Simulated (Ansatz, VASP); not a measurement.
## Two plane-wave programs on Ru

Contents of INCAR:

```
SYSTEM = Ru
ALGO = Fast ; EDIFF = 1E-7
ENCUT = 520 ; GGA = PE
ISIF = 2 ; ISMEAR = 0
LASPH = .True. ; LCHARG = .False.
LREAL = .False. ; LWAVE = .False.
NBANDS = 21 ; NELM = 80
PREC = Accurate ; SIGMA = 0.15
```

The input KPOINTS:

```
k-points
0
Gamma
  21 21 12
  0 0 0
```

Contents of POSCAR:

```
Ru
1.0
    2.6799127133      0.0000000000      0.0000000000
   -1.3399563567      2.3208724897      0.0000000000
    0.0000000000      0.0000000000      4.7796243243
Ru
2
Direct
    0.3333333333      0.6666666667      0.2500000000
    0.6666666667      0.3333333333      0.7500000000
```

Input for Ansatz:

```yaml
crystal:
  lattice:
    - [2.6799127133, 0.0, 0.0]
    - [-1.3399563567, 2.3208724897, 0.0]
    - [0.0, 0.0, 4.7796243243]
  atoms:
    - { symbol: Ru, position: [0.3333333333, 0.6666666667, 0.25] }
    - { symbol: Ru, position: [0.6666666667, 0.3333333333, 0.75] }
basis:
  ecutwfc: 420
kpoints:
  mp_grid: { grid: [21, 21, 12] }
hamiltonian:
  xc: pbe
  pseudopotentials: { kind: paw, azcp: { folder: soft_1 } }
scf:
  occupations: { method: gaussian, width: 0.15 }
output:
  forces: true
  stress: true
  eigenvalues: true
  write_density: true
  write_potential: true
  elf: true
  volumetric_format: npy
```

Alike in both runs: task single point; functional PBE; k mesh 21 × 21 × 12; occupations gaussian, width 0.15 eV; no spin polarisation.

|  | VASP | Ansatz |
| --- | --- | --- |
| version | VASP 6.6.1 | Ansatz 0.2.0 |
| potentials or method | VASP PAW PBE potentials, release 64 (Ru_pv), cutoff 520 eV | scalar-relativistic, plane waves, PAW |
| valence electrons in the cell | 28 | 32 |

Ansatz gave:

```
gap on the k mesh at the Fermi level (eV)                     : none
pressure (GPa)                                                : -16.2
traceless stress, the component that is largest in VASP (GPa) : -27.97
```

Q: What did VASP give for the same quantities?

A: gap on the k mesh at the Fermi level (eV): none; pressure (GPa): -16.3; traceless stress, the component that is largest in VASP (GPa): -27.91.

A gap of «none» marks a metal or a gap that the smearing closes. VASP's potentials hold 28 valence electrons a cell and Ansatz's 32, so a difference there can come from the potentials and not from the codes.
